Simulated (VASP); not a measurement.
A run of VASP 6.6.1 is set up as follows.

Contents of POSCAR:

```
CdSe
1.0
    4.3420190000      0.0000000000      0.0000000000
    2.1710095000      3.7602987577      0.0000000000
    2.1710095000      1.2534329192      3.5452436678
Cd Se
1 1
Direct
    0.0000000000      0.0000000000      0.0000000000
    0.7500000000      0.7500000000      0.7500000000
```

Contents of INCAR.step1:

```
PREC     = Accurate       # precision mode
ENCUT    = 550            # plane-wave cutoff, eV
ISMEAR   = 0              # smearing method
SIGMA    = 0.01           # smearing width, eV
LREAL    = F              # projectors in reciprocal space
LASPH    = T              # aspherical terms in the spheres
NELM     = 120            # most SCF steps
NBANDS   = 16             # bands
GGA      = PE             # functional
ALGO     = Normal         # electronic algorithm
EDIFF    = 1E-5           # SCF threshold, eV
LWAVE    = T              # write WAVECAR
LCHARG   = F              # write CHGCAR
GGA_COMPAT= F
```

INCAR.step2

```
PREC     = Accurate       # precision mode
ENCUT    = 550            # plane-wave cutoff, eV
EDIFF    = 1E-6           # SCF threshold, eV
ISMEAR   = 0              # smearing method
SIGMA    = 0.01           # smearing width, eV
LREAL    = F              # projectors in reciprocal space
LASPH    = T              # aspherical terms in the spheres
NELM     = 120            # most SCF steps
ALGO     = Normal         # electronic algorithm
ISIF     = 2              # what is computed and relaxed
LWAVE    = F              # write WAVECAR
LCHARG   = F              # write CHGCAR
METAGGA  = R2SCAN         # meta-GGA
LMIXTAU  = T            
IVDW     = 12             # dispersion correction
VDW_S6   = 1.0          
VDW_S8   = 0.78981345   
VDW_A1   = 0.49484001   
VDW_A2   = 5.73083694   
NBANDS   = 16             # bands
ISTART   = 1            
GGA_COMPAT= F
```

Contents of KPOINTS:

```
regular mesh
0
Gamma
  5 5 5
```

Potentials or basis: VASP PAW PBE potentials, release 64 (Cd, Se).

The run is started by

```console
$ cat potpaw_PBE.64/Cd/POTCAR potpaw_PBE.64/Se/POTCAR > POTCAR
$ cp INCAR.step1 INCAR
$ mpirun -np 1 vasp_std > vasp.out
$ cp INCAR.step2 INCAR
$ mpirun -np 1 vasp_std > vasp.out
```

(1) Predict the band gap on the k mesh.

(2) Estimate the pressure.

(3) Estimate the dispersion energy per atom.

## Answers

(1) 1.02 eV, direct.

(2) -0.8 GPa.

(3) -0.150 eV.

Caveat: the PAW data sets were made with another functional, which shifts forces and pressure a little.
